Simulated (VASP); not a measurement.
Runs of VASP 6.6.1 on FeCo. The structure is that of space group Pm-3m (No. 221), or close to it. The cells are those of the table. 

```tsv
task	level	potentials or basis	cell	cutoff (eV)	gap on the mesh (eV)	pressure (GPa)	moment (μB)
electric field gradients	PBE	VASP PAW PBE potentials, release 64 (Fe, Co)	a = 2.809 Å, 2 atoms	520	none	7.3	4.45
electric field gradients	PBE	VASP PAW PBE potentials, release 64 (Fe, Co)	a = 2.857 Å, 2 atoms	520	none	-2.9	4.53
single point	PBE	VASP PAW PBE potentials, release 64 (Fe, Co)	a = 2.904 Å, 2 atoms	600	none	-10.6	(c)
electric field gradients	PBE	VASP PAW PBE potentials, release 64 (Fe, Co)	a = 2.881 Å, 2 atoms	520	none	(a)	4.56
single point	LDA	VASP PAW LDA potentials, release 64 (Fe, Co)	a = 2.857 Å, 2 atoms	600	none	-20.0	(b)
```

Alike in all rows: spin collinear, ferromagnetic start; k mesh 13 × 13 × 13; smearing fermi-dirac 0.05 eV.

**Question.** Estimate the missing entries.

**Answer.** (a) -7.0; (b) 4.40; (c) 4.59.

Caveats: the cell stands under tension (at least some runs); the cell stands under pressure (at least some runs).

A gap of «none» marks levels without a gap at the run's occupations.
